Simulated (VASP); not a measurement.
# SnO (P4/nmm) in VASP: a series of runs, part 2 of 2

VASP 6.6.1.

**4. Single point, LDA**

This run uses another cell than the first one, of 12.57 Å³/atom, 0.692 times its volume.

File INCAR:

```
SYSTEM = SnO
ALGO = Normal
EDIFF = 1E-6
ENCUT = 520
ISIF = 2
ISMEAR = 0
LASPH = .True.
LCHARG = .False.
LREAL = .False.
LWAVE = .False.
NBANDS = 28
NELM = 80
PREC = Accurate
SIGMA = 0.15
```

File KPOINTS:

```
k-points
0
Gamma
  10 10 8
  0 0 0
```

File POSCAR:

```
SnO
1.0
    3.5032000000      0.0000000000      0.0000000000
    0.0000000000      3.5032000000      0.0000000000
    0.0000000000      0.0000000000      4.0967000000
Sn O
2 2
Direct
    0.0000000000      0.5000000000      0.2457459271
    0.5000000000      0.0000000000      0.7542540729
    0.0000000000      0.0000000000      0.0000000000
    0.5000000000      0.5000000000      0.0000000000
```

Started as:

```
cat potpaw_LDA.64/Sn_d/POTCAR potpaw_LDA.64/O/POTCAR > POTCAR
mpirun -np 1 vasp_std > vasp.out
```

Run time: 4.1 min. Hardware: 1 thread of AMD EPYC 7R13, shared host; peak memory 0.2 GiB.

Results (log left out):

* Free energy: -23.7256 eV
* Pressure: 51.5 GPa
* Largest force: 5.630 eV/Å
* Band gap on the k mesh: zero (band 20 reaches 12.31 eV, above the bottom of band 21 at 11.39 eV)

Forces on the atoms (eV/Å):
```
Sn   0.000  0.000  5.630
Sn   0.000  0.000 -5.630
O    0.000  0.000  0.000
O    0.000  0.000  0.000
```

Stress tensor (GPa, compression positive):
```
54.12  0.00  0.00
 0.00 54.12  0.00
 0.00  0.00 46.21
```

Levels at points of the mesh, in eV from the Fermi level:
| k point | band 16 | band 17 | band 18 | band 19 | band 20 | band 21 | band 22 | band 23 | band 24 | band 25 |
| --- | --- | --- | --- | --- | --- | --- | --- | --- | --- | --- |
| (0.00, 0.00, 0.00) | -8.31 | -5.43 | -5.43 | -5.43 | -0.17 | 3.03 | 4.74 | 4.74 | 5.47 | 6.53 |
| (0.50, 0.00, 0.00) | -7.56 | -7.44 | -7.44 | -4.01 | -4.01 | 4.51 | 4.51 | 6.41 | 6.41 | 6.52 |
| (0.50, 0.50, 0.00) | -7.74 | -4.51 | -4.51 | -2.20 | -2.20 | -0.85 | -0.85 | 4.72 | 4.72 | 9.27 |
| (0.00, 0.00, 0.50) | -5.57 | -5.44 | -5.44 | -3.19 | -1.28 | 0.86 | 2.03 | 2.03 | 3.28 | 8.01 |
| (0.50, 0.00, 0.50) | -8.28 | -7.46 | -7.46 | -2.50 | -2.50 | 3.53 | 3.53 | 5.43 | 5.43 | 7.66 |
| (0.50, 0.50, 0.50) | -8.64 | -4.52 | -4.52 | -3.82 | -3.82 | 2.05 | 2.05 | 5.63 | 5.63 | 6.32 |

Caveat: spin-orbit coupling is left out, which moves the levels of the heavy elements; forces of over 1 eV/Å act on the atoms, so gaps and moduli don't describe the material at rest.

**5. Single point, LDA**

This run uses another cell than the first one, of 13.14 Å³/atom, 0.724 times its volume.

File INCAR:

```
ALGO = Normal
EDIFF = 1E-6
ENCUT = 520
ISIF = 2
ISMEAR = 0
LASPH = T
LCHARG = F
LREAL = F
LWAVE = F
NBANDS = 28
NELM = 100
PREC = Accurate
SIGMA = 0.15
```

File KPOINTS:

```
k-points
0
Gamma
  10 10 8
```

POSCAR: that of step 4 with these lines changed.

```diff
@@ -4,3 +4,3 @@
     0.0000000000      3.5032000000      0.0000000000
-    0.0000000000      0.0000000000      4.0967000000
+    0.0000000000      0.0000000000      4.2829000000
 Sn O
```

Started as:

```
cat potpaw_LDA.64/Sn_d/POTCAR potpaw_LDA.64/O/POTCAR > POTCAR
mpirun -np 1 vasp_std > vasp.out
```

Run time: 4.1 min. Hardware: 1 thread of AMD EPYC 7R13, shared host; peak memory 0.21 GiB.

It converged, with:

```
Free energy            : -24.3089 eV
Pressure               : 40.6 GPa
Largest force          : 4.708 eV/Å
Band gap on the k mesh : zero (band 20 reaches 11.74 eV, above the bottom of band 21 at 10.64 eV)
```

Forces on the atoms (eV/Å):
```
Sn   0.000  0.000  4.708
Sn   0.000  0.000 -4.708
O    0.000  0.000  0.000
O    0.000  0.000  0.000
```

Stress tensor (GPa, compression positive):
```
43.26  0.00  0.00
 0.00 43.26  0.00
 0.00  0.00 35.27
```

Levels at points of the mesh, in eV from the Fermi level:
```csv
k point,band 18,band 19,band 20,band 21,band 22,band 23
"(0.00, 0.00, 0.00)",-5.06,-5.06,0.08,2.99,4.69,4.69
"(0.50, 0.00, 0.00)",-7.20,-4.06,-4.06,4.06,4.06,6.41
"(0.50, 0.50, 0.00)",-4.20,-2.31,-2.31,-0.88,-0.88,4.30
"(0.00, 0.00, 0.50)",-5.07,-3.47,-1.77,1.13,2.18,2.18
"(0.50, 0.00, 0.50)",-7.13,-2.59,-2.59,3.21,3.21,5.52
"(0.50, 0.50, 0.50)",-4.21,-3.68,-3.68,1.83,1.83,5.10
```

Caveat: spin-orbit coupling is left out, which moves the levels of the heavy elements; forces of over 1 eV/Å act on the atoms, so gaps and moduli don't describe the material at rest.

**6. Single point, LDA**

This run uses another cell than the first one, of 13.21 Å³/atom, 0.728 times its volume.

File INCAR:

```
ALGO = Normal ; EDIFF = 1E-7
ENCUT = 520 ; ISIF = 2
ISMEAR = 0 ; LASPH = True
LCHARG = True ; LELF = True
LREAL = False ; LVHAR = True
LWAVE = False ; NBANDS = 28
NELM = 100 ; PREC = Accurate
SIGMA = 0.15
```

KPOINTS is that of step 5.

File POSCAR:

```
SnO
1.0
    3.5911000000      0.0000000000      0.0000000000
    0.0000000000      3.5911000000      0.0000000000
    0.0000000000      0.0000000000      4.0967000000
Sn O
2 2
Direct
    0.0000000000      0.5000000000      0.2457459271
    0.5000000000      0.0000000000      0.7542540729
    0.0000000000      0.0000000000      0.0000000000
    0.5000000000      0.5000000000      0.0000000000
```

Potentials or basis: VASP PAW LDA potentials, release 64 (Sn_d, O).

Started as:

```
cat potpaw_LDA.64/Sn_d/POTCAR potpaw_LDA.64/O/POTCAR > POTCAR
mpirun -np 1 vasp_std > vasp.out
```

OUTCAR:

```text
EDIFF = 1E-7
   ENCUT = 520
   ISIF = 2
   ISMEAR = 0
   LASPH = True
   LREAL = False
   NELM = 100
   PREC = Accurate

 ion  position               nearest neighbor table
   1  0.000  0.500  0.246-   3 2.06   4 2.06   3 2.06   4 2.06   2 3.24   2 3.24   2 3.24   2 3.24
                             2 3.28   2 3.28   2 3.28   2 3.28
   2  0.500  0.000  0.754-   3 2.06   4 2.06   4 2.06   3 2.06   1 3.24   1 3.24   1 3.24   1 3.24
                             1 3.28   1 3.28   1 3.28   1 3.28
   3  0.000  0.000  0.000-   1 2.06   2 2.06   1 2.06   2 2.06
[... 950 lines left out ...]
  --------------------------------------------------------------------------------------
  -------------------------------------------------------------------------------------
  Total       12.4448540     12.4448540     11.3994243      0.0000000     -0.0000000      0.0000000
  in kB      377.4081090    377.4081090    345.7039506      0.0000000     -0.0000000      0.0000000
  external PRESSURE =     366.8400562 kB  Pullay stress =       0.0000000 kB

 VOLUME and BASIS-vectors are now :
 -----------------------------------------------------------------------------
  energy-cutoff  :      520.00
  volume of cell :       52.83
      direct lattice vectors                 reciprocal lattice vectors
     3.591100000  0.000000000  0.000000000     0.278466208  0.000000000  0.000000000
     0.000000000  3.591100000  0.000000000     0.000000000  0.278466208  0.000000000
     0.000000000  0.000000000  4.096700000     0.000000000  0.000000000  0.244098909

 POSITION                                       TOTAL-FORCE (eV/Angst)
 -----------------------------------------------------------------------------------
      0.00000      1.79555      1.00675        -0.000000      0.000000      4.232231
      1.79555      0.00000      3.08995         0.000000      0.000000     -4.232231
      0.00000      0.00000      0.00000         0.000000     -0.000000      0.000000
      1.79555      1.79555      0.00000         0.000000      0.000000      0.000000
 -----------------------------------------------------------------------------------
    total drift:                                0.000000      0.000000     -0.000000

  FREE ENERGIE OF THE ION-ELECTRON SYSTEM (eV)
  ---------------------------------------------------
  free  energy   TOTEN  =       -24.4571600771 eV

  energy  without entropy=      -24.4523749088  energy(sigma->0) =      -24.45476749
```

It took 4.5 min on 1 thread of AMD EPYC 7R13, shared host; peak memory 0.2 GiB.

What came out:

* Free energy: -24.4572 eV
* Pressure: 36.7 GPa
* Largest force: 4.232 eV/Å
* Band gap on the k mesh: zero (band 20 reaches 11.13 eV, above the bottom of band 21 at 10.60 eV)

Forces on the atoms (eV/Å):
```
Sn   0.000  0.000  4.232
Sn   0.000  0.000 -4.232
O    0.000  0.000  0.000
O    0.000  0.000  0.000
```

Stress tensor (GPa, compression positive):
```
37.74  0.00  0.00
 0.00 37.74  0.00
 0.00  0.00 34.57
```

Caveat: spin-orbit coupling is left out, which moves the levels of the heavy elements; forces of over 1 eV/Å act on the atoms, so gaps and moduli don't describe the material at rest.

**7. Overview**

| cell | gap on the mesh (eV) | pressure (GPa) | largest force (eV/Å) |
| --- | --- | --- | --- |
| a = 4.031, b = 4.031, c = 4.469 Å, 4 atoms | 0.60 | -9.1 | 0.63 |
| a = 3.943, b = 3.943, c = 4.841 Å, 4 atoms | 0.26 | -10.3 | 1.41 |
| a = 3.503, b = 3.503, c = 4.097 Å, 4 atoms | none | 51.5 | 5.63 |
| a = 3.503, b = 3.503, c = 4.283 Å, 4 atoms | none | 40.6 | 4.71 |
| a = 3.591, b = 3.591, c = 4.097 Å, 4 atoms | none | 36.7 | 4.23 |

Alike in all rows: task single point; level LDA; potentials or basis VASP PAW LDA potentials, release 64 (Sn_d, O); no spin polarisation; k mesh 10 × 10 × 8; cutoff (eV) 520; smearing gaussian 0.15 eV.

Caveats: spin-orbit coupling is left out, which moves the levels of the heavy elements; forces of over 1 eV/Å act on the atoms, so gaps and moduli don't describe the material at rest (some runs).

Absolute energies hang on the potentials; compare differences alone.
